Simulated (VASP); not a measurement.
A run of VASP 6.6.1 is set up as follows.

INCAR

```
SYSTEM = Sn2Sb
  PREC = Accurate
  ENCUT = 520
  EDIFF = 1E-6
  ISMEAR = 0
  SIGMA = 0.1
  LREAL = .False.
  LASPH = .True.
  NELM = 60
  ALGO = Fast
  ISIF = 2
  LWAVE = .False.
  LCHARG = .False.
  GGA = PE
  NBANDS = 42
```

Contents of KPOINTS:

```
regular mesh
0
Gamma
  4 4 4
  0 0 0
```

The input POSCAR:

```
Sn2Sb
1.0
    4.5814745061      0.0000000000      0.0000000000
    0.0000000000      4.5814745061      0.0000000000
    0.0000000000      0.0000000000      6.9904211464
Sn Sb
4 2
Direct
    0.0000000000      0.0000000000      0.0000000000
    0.5000000000      0.5000000000      0.0000000000
    0.0000000000      0.5000000000      0.2700000000
    0.5000000000      0.0000000000      0.7300000000
    0.0000000000      0.5000000000      0.7000000000
    0.5000000000      0.0000000000      0.3000000000
```

Potentials or basis: VASP PAW PBE potentials, release 64 (Sn_d, Sb).

Run with:

```bash
$ cat potpaw_PBE.64/Sn_d/POTCAR potpaw_PBE.64/Sb/POTCAR > POTCAR
$ mpirun -np 1 vasp_std > vasp.out
```

Problem. Estimate the pressure.

Solution. 15.9 GPa.

Problem. What does it give for the largest force?

Solution. 1.417 eV/Å.

Stress tensor (GPa, compression positive):
```
17.51  0.00  0.00
 0.00 17.51  0.00
 0.00  0.00 12.67
```

Caveat: the cell stands under pressure; forces of over 1 eV/Å act on the atoms, so gaps and moduli don't describe the material at rest.
